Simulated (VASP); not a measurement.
# Be: single point with PBE+D3(BJ)

The system is Be.

```
Be
1.0
     2.21506    0.00000    0.00000
    -1.10753    1.91830    0.00000
     0.00000    0.00000    3.49836
Be
2
Cartesian
  0.0000 1.2789 0.8746
  1.1075 0.6394 2.6238
```

| Quantity | Value |
| --- | --- |
| Program | VASP 6.6.1 |
| Task | single point |
| Functional | PBE |
| Dispersion | D3(BJ) |
| Potentials or basis | VASP PAW PBE potentials, release 64 (Be) |
| Cutoff | 600 eV |
| k mesh | 21 × 21 × 12 |
| Occupations | fermi-dirac, width 0.15 eV |
| Spin | no spin polarisation |
| Dipole correction | no |
| Further INCAR settings | ALGO = Normal; EDIFF = 1e-06; NBANDS = 9 |

| Property | Result |
| --- | --- |
| Pressure | 0.2 GPa |
| Band gap on the k mesh | zero (band 2 reaches 8.56 eV, above the bottom of band 3 at 6.41 eV) |
| Dispersion energy per atom | -0.379 eV |

Levels at points of the mesh, in eV from the Fermi level:
| k point | band 1 | band 2 | band 3 | band 4 | band 5 | band 6 |
| --- | --- | --- | --- | --- | --- | --- |
| (0.00, 0.00, 0.00) | -11.75 | -4.75 | 1.22 | 16.80 | 16.80 | 19.76 |
| (0.00, 0.00, 0.50) | -9.54 | -9.54 | 11.09 | 11.09 | 18.53 | 18.53 |

Run time: 26 s on 1 thread of Intel(R) Xeon(R) Platinum 8488C (Sapphire Rapids), with other jobs on the host, peak memory 0.17 GiB.

Caveat: pairwise dispersion overbinds metals, which lowers pressure and volume.
